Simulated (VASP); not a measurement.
A run of VASP 6.6.1 is set up as follows.

File INCAR:

```
PREC = Accurate
ENCUT = 520
EDIFF = 1E-6
ISMEAR = 0
SIGMA = 0.01
LREAL = False
LASPH = True
NELM = 80
ALGO = Normal
ISIF = 2
LWAVE = False
LCHARG = False
GGA = CA
IBRION = 2
NSW = 80
EDIFFG = -5E-4
```

Contents of KPOINTS:

```
regular mesh
0
Gamma
  4 4 8
```

Contents of POSCAR:

```
Si3N4
1.0
    7.5735262776      0.0000000000      0.0000000000
   -3.7867631388      6.5588661526      0.0000000000
    0.0000000000      0.0000000000      2.9058740493
Si N
6 8
Direct
    0.7674659778      0.1738369552      0.2500000000
    0.5936290226      0.7674659778      0.7500000000
    0.8261630448      0.5936290226      0.2500000000
    0.2325340222      0.8261630448      0.7500000000
    0.4063709774      0.2325340222      0.2500000000
    0.1738369552      0.4063709774      0.7500000000
    0.0295161776      0.3301338392      0.2500000000
    0.6993823383      0.0295161776      0.7500000000
    0.6698661608      0.6993823383      0.2500000000
    0.9704838224      0.6698661608      0.7500000000
    0.3006176617      0.9704838224      0.2500000000
    0.3301338392      0.3006176617      0.7500000000
    0.6666666667      0.3333333333      0.2500000000
    0.3333333333      0.6666666667      0.7500000000
```

Potentials or basis: VASP PAW LDA potentials, release 64 (Si, N).

Command:

```console
$ cat potpaw_LDA.64/Si/POTCAR potpaw_LDA.64/N/POTCAR > POTCAR
$ mpirun -np 1 vasp_std > vasp.out
```

Question: What does it give for the band gap on the k mesh?

Answer: 4.12 eV (least direct gap 4.34 eV).

Question: What does it give for the energy gained by relaxing?

Answer: 0.1 meV/atom.

The path:
```csv
step,energy change (eV),largest force (eV/Å),pressure (GPa)
1,0.0000,0.0885,-0.95
2,0.0017,0.1660,-0.96
3,-0.0007,0.0160,-0.96
4,-0.0008,0.0070,-0.96
5,-0.0008,0.0108,-0.95
6,-0.0008,0.0092,-0.95
7,-0.0008,0.0049,-0.95
8,-0.0008,0.0033,-0.94
9,-0.0008,0.0049,-0.93
10,-0.0008,0.0056,-0.93
11,-0.0008,0.0020,-0.93
12,-0.0008,0.0018,-0.93
13,-0.0008,0.0011,-0.93
14,-0.0008,0.0009,-0.93
15,-0.0008,0.0010,-0.93
16,-0.0008,0.0008,-0.93
17,-0.0008,0.0009,-0.93
18,-0.0008,0.0003,-0.93
```

A k mesh can miss the band edges. A hybrid or GW would open this gap; LDA tends to underestimate it.
